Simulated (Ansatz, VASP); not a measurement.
# Two plane-wave programs on Ni

INCAR

```
PREC = Accurate
ENCUT = 520
EDIFF = 1E-6
ISMEAR = -1
SIGMA = 0.1
LREAL = F
LASPH = T
NELM = 80
ALGO = Normal
ISIF = 2
LWAVE = F
LCHARG = T
GGA = RE
LELF = T
LVHAR = T
NBANDS = 17
```

Contents of KPOINTS:

```
Automatic mesh
0
Gamma
  16 16 9
```

File POSCAR:

```
Ni
1.0
    2.5960511882      0.0000000000      0.0000000000
   -1.2980255941      2.2482462785      0.0000000000
    0.0000000000      0.0000000000      4.2677847773
Ni
2
Direct
    0.3333333333      0.6666666667      0.2500000000
    0.6666666667      0.3333333333      0.7500000000
```

Input for Ansatz:

```yaml
crystal:
  lattice:
    - [2.5960511882, 0.0, 0.0]
    - [-1.2980255941, 2.2482462785, 0.0]
    - [0.0, 0.0, 4.2677847773]
  atoms:
    - { symbol: Ni, position: [0.3333333333, 0.6666666667, 0.25] }
    - { symbol: Ni, position: [0.6666666667, 0.3333333333, 0.75] }
hamiltonian:
  xc: revpbe
  pseudopotentials:
    kind: paw
    azcp:
      Ni: "pseudopotentials/Ni.paw.azcp"
basis:
  ecutwfc: 420
  fft_grid_basis: typed
kpoints:
  mp_grid: { grid: [16, 16, 9], shift: [0, 0, 0] }
magnetization:
  spin_polarized: false
scf:
  occupations: { method: fermi_dirac, width: 0.1 }
  lower_state_search: "off"
output:
  stress: true
```

Alike in both runs: task single point; functional revPBE; k mesh 16 × 16 × 9; occupations fermi-dirac, width 0.1 eV; no spin polarisation.

|  | VASP | Ansatz |
| --- | --- | --- |
| version | VASP 6.6.1 | Ansatz 0.2.0 |
| potentials or method | VASP PAW PBE potentials, release 64 (Ni), cutoff 520 eV | plane waves (420 eV) with PAW, scalar-relativistic |
| valence electrons in the cell | 20 | 36 |

VASP gave:

```
pressure (GPa)                                                : -15.3
traceless stress, the component that is largest in VASP (GPa) : -0.11
```

Problem. What did Ansatz give for the same quantities?

Solution. Pressure (GPa): -15.8; traceless stress, the component that is largest in VASP (GPa): -0.06.

VASP's potentials were made for PBE, not for revPBE. VASP's potentials hold 20 valence electrons a cell and Ansatz's 36, so a difference there can come from the potentials and not from the codes.
